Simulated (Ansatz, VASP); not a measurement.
# BN in VASP and in Ansatz

File INCAR:

```
SYSTEM = BN
PREC     = Accurate       ! precision mode
ENCUT    = 520            ! plane-wave cutoff, eV
EDIFF    = 1E-6           ! SCF threshold, eV
ISMEAR   = 0              ! smearing method
SIGMA    = 0.05           ! smearing width, eV
LREAL    = .FALSE.        ! projectors in reciprocal space
LASPH    = .TRUE.         ! aspherical terms in the spheres
NELM     = 60             ! most SCF steps
ALGO     = Normal         ! electronic algorithm
ISIF     = 2              ! what is computed and relaxed
LWAVE    = .FALSE.        ! write WAVECAR
LCHARG   = .FALSE.        ! write CHGCAR
GGA      = PE             ! functional
NBANDS   = 36             ! bands
```

File KPOINTS:

```
regular mesh
0
G
  10 10 2
  0 0 0
```

File POSCAR:

```
BN
1.0
   -2.5545800960      0.0000000000      0.0000000000
   -1.2772900480     -2.2123312592      0.0000000000
    0.0000000000      0.0000000000     12.3735436055
B N
6 6
Direct
    0.6666666667      0.6666666667      0.2346736627
    0.6666666667      0.6666666667      0.5760887553
    0.6666666667      0.6666666667      0.9175038478
    0.3333333333      0.3333333333      0.0639661165
    0.3333333333      0.3333333333      0.4053812090
    0.3333333333      0.3333333333      0.7467963016
    0.6666666667      0.6666666667      0.1067755713
    0.6666666667      0.6666666667      0.4481906639
    0.6666666667      0.6666666667      0.7896057564
    0.3333333333      0.3333333333      0.9603133027
    0.3333333333      0.3333333333      0.2774831176
    0.3333333333      0.3333333333      0.6188982101
```

Input for Ansatz:

```yaml
crystal:
  lattice:
    - [-2.554580096, 0.0, 0.0]
    - [-1.277290048, -2.2123312592, 0.0]
    - [0.0, 0.0, 12.3735436055]
  atoms:
    - { symbol: B, position: [0.6666666667, 0.6666666667, 0.2346736627] }
    - { symbol: B, position: [0.6666666667, 0.6666666667, 0.5760887553] }
    - { symbol: B, position: [0.6666666667, 0.6666666667, 0.9175038478] }
    - { symbol: B, position: [0.3333333333, 0.3333333333, 0.0639661165] }
    - { symbol: B, position: [0.3333333333, 0.3333333333, 0.405381209] }
    - { symbol: B, position: [0.3333333333, 0.3333333333, 0.7467963016] }
    - { symbol: "N", position: [0.6666666667, 0.6666666667, 0.1067755713] }
    - { symbol: "N", position: [0.6666666667, 0.6666666667, 0.4481906639] }
    - { symbol: "N", position: [0.6666666667, 0.6666666667, 0.7896057564] }
    - { symbol: "N", position: [0.3333333333, 0.3333333333, 0.9603133027] }
    - { symbol: "N", position: [0.3333333333, 0.3333333333, 0.2774831176] }
    - { symbol: "N", position: [0.3333333333, 0.3333333333, 0.6188982101] }
basis:
  ecutwfc: 420
kpoints:
  mp_grid: { grid: [10, 10, 2] }
hamiltonian:
  xc: pbe
scf:
  occupations: { method: gaussian, width: 0.05 }
output:
  forces: true
  stress: true
  eigenvalues: true
```

Alike in both runs: task single point; functional PBE; k mesh 10 × 10 × 2; occupations gaussian, width 0.05 eV; no spin polarisation.

```csv
,VASP,Ansatz
version,VASP 6.6.1,Ansatz 0.2.0
potentials or method,"VASP PAW PBE potentials, release 64 (B, N), cutoff 520 eV","scalar-relativistic, plane waves, PAW"
valence electrons in the cell,48,48
```

```csv
,VASP,Ansatz,Ansatz less VASP
gap on the k mesh at the Fermi level (eV),4.89,4.91,+0.015
least direct gap on the mesh (eV),7.33,7.33,+0.008
pressure (GPa),16.3,16.0,-0.30
"traceless stress, the component that is largest in VASP (GPa)",28.62,28.54,-0.079
rms of the force components (eV/Å),2.840,2.833,-0.0071
```

Atom by atom the forces differ by 0.008 eV/Å (rms over components). The functional is the same, so the differences come from potentials, cutoffs and numerics.
